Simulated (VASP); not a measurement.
Wanted: the native input for a VASP 6.6.1 run.

| Quantity | Value |
| --- | --- |
| Task | single point |
| Functional | r2SCAN |
| Potentials or basis | VASP PAW PBE potentials, release 64 (Cs_sv, Pb_d, Cl) |
| Cutoff | 520 eV |
| k mesh | 4 × 4 × 4 |
| Occupations | gaussian, width 0.01 eV |
| Spin | no spin polarisation |
| Dipole correction | no |
| Further INCAR settings | ALGO = Normal; EDIFF = 1e-06; NBANDS = 30 |

Crystal: CsPbCl3.

```xyz
5
Lattice="5.7338 0.0000 0.0000 0.0000 5.7338 0.0000 0.0000 0.0000 5.6623" Properties=species:S:1:pos:R:3 pbc="T T T"
Cs    0.0000    0.0000    0.0000
Pb    2.8669    2.8669    2.8311
Cl    2.8669    2.8669    0.0000
Cl    2.8669    0.0000    2.8311
Cl    0.0000    2.8669    2.8311
```

This cell differs from its parent crystal: epitaxial xy strain +1.0%.

The input as run:

POSCAR

```
CsPbCl3
1.0
    5.7338424529      0.0000000000      0.0000000000
    0.0000000000      5.7338424529      0.0000000000
    0.0000000000      0.0000000000      5.6622670844
Cs Pb Cl
1 1 3
Direct
    0.0000000000      0.0000000000      0.0000000000
    0.5000000000      0.5000000000      0.5000000000
    0.5000000000      0.5000000000      0.0000000000
    0.5000000000      0.0000000000      0.5000000000
    0.0000000000      0.5000000000      0.5000000000
```

INCAR.step1

```
ALGO     = Normal         # electronic algorithm
EDIFF    = 1E-4           # SCF threshold, eV
ENCUT    = 520            # plane-wave cutoff, eV
GGA      = PE             # functional
ISMEAR   = 0              # smearing method
LASPH    = T              # aspherical terms in the spheres
LCHARG   = F              # write CHGCAR
LREAL    = F              # projectors in reciprocal space
LWAVE    = T              # write WAVECAR
NBANDS   = 30             # bands
NELM     = 100            # most SCF steps
PREC     = Accurate       # precision mode
SIGMA    = 0.01           # smearing width, eV
```

INCAR.step2

```
ALGO     = Normal         # electronic algorithm
EDIFF    = 1E-6           # SCF threshold, eV
ENCUT    = 520            # plane-wave cutoff, eV
ISIF     = 2              # what is computed and relaxed
ISMEAR   = 0              # smearing method
ISTART   = 1            
LASPH    = T              # aspherical terms in the spheres
LCHARG   = F              # write CHGCAR
LMIXTAU  = T            
LREAL    = F              # projectors in reciprocal space
LWAVE    = F              # write WAVECAR
METAGGA  = R2SCAN         # meta-GGA
NBANDS   = 30             # bands
NELM     = 100            # most SCF steps
PREC     = Accurate       # precision mode
SIGMA    = 0.01           # smearing width, eV
```

KPOINTS

```
k-points
0
Gamma
  4 4 4
```

Potentials or basis: VASP PAW PBE potentials, release 64 (Cs_sv, Pb_d, Cl).

Run with:

```sh
$ cat potpaw_PBE.64/Cs_sv/POTCAR potpaw_PBE.64/Pb_d/POTCAR potpaw_PBE.64/Cl/POTCAR > POTCAR
$ cp INCAR.step1 INCAR
$ mpirun -np 1 vasp_std > vasp.out
$ cp INCAR.step2 INCAR
$ mpirun -np 1 vasp_std > vasp.out
```

It gave:

```
Pressure               : -0.4 GPa
Band gap on the k mesh : 2.52 eV
```

Caveat: the cell differs from its parent crystal (epitaxial xy strain +1.0%); the PAW data sets were made with another functional, which shifts forces and pressure a little; spin-orbit coupling is left out, which moves the levels of the heavy elements.

Wall time 9.5 min on 1 thread of Oxide Virtual Turin-like Processor (shared host), peak memory 0.36 GiB.
